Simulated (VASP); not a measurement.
Wanted: the native input for a VASP 6.6.1 run.

| Property | Result |
| --- | --- |
| Task | single point |
| Functional | LDA |
| Potentials or basis | VASP PAW PBE potentials, release 64 (Lu) |
| Cutoff | 520 eV |
| k mesh | 12 × 12 × 12 |
| Occupations | fermi-dirac, width 0.05 eV |
| Spin | no spin polarisation |
| Dipole correction | no |
| Further INCAR settings | ALGO = Normal; EDIFF = 1e-06; NBANDS = 32 |

The structure of Lu lies in POSCAR:

```
Lu
1.0
    0.0000000000      3.4313709142      3.4313709142
    3.4313709142      0.0000000000      3.4313709142
    3.4313709142      3.4313709142      0.0000000000
Lu
2
Direct
   -0.1250000000     -0.1250000000     -0.1250000000
    0.1250000000      0.1250000000      0.1250000000
```

This isn't the form of Lu at room conditions, which is hcp.

One way to write it, as run:

INCAR

```
SYSTEM = Lu
ALGO     = Normal         ! electronic algorithm
EDIFF    = 1E-6           ! SCF threshold, eV
ENCUT    = 520            ! plane-wave cutoff, eV
GGA      = CA             ! functional
ISIF     = 2              ! what is computed and relaxed
ISMEAR   = -1             ! smearing method
LASPH    = .TRUE.         ! aspherical terms in the spheres
LCHARG   = .FALSE.        ! write CHGCAR
LREAL    = .FALSE.        ! projectors in reciprocal space
LWAVE    = .FALSE.        ! write WAVECAR
NBANDS   = 32             ! bands
NELM     = 80             ! most SCF steps
PREC     = Accurate       ! precision mode
SIGMA    = 0.05           ! smearing width, eV
```

KPOINTS

```
k-points
0
G
  12 12 12
  0 0 0
```

Potentials or basis: VASP PAW PBE potentials, release 64 (Lu).

Run with:

```console
$ cat potpaw_PBE.64/Lu/POTCAR > POTCAR
$ mpirun -np 1 vasp_std > vasp.out
```

It gave:

The pressure is 0.0 GPa. The band gap on the k mesh is zero (bands 25 and 26 overlap by 1.41 eV).

Caveat: the PAW data sets were made with another functional, which shifts forces and pressure a little; spin-orbit coupling is left out, which moves the levels of the heavy elements.

Run time: 4.3 min on 1 thread of Intel Xeon 8259CL, with other jobs on the host, peak memory 0.28 GiB.
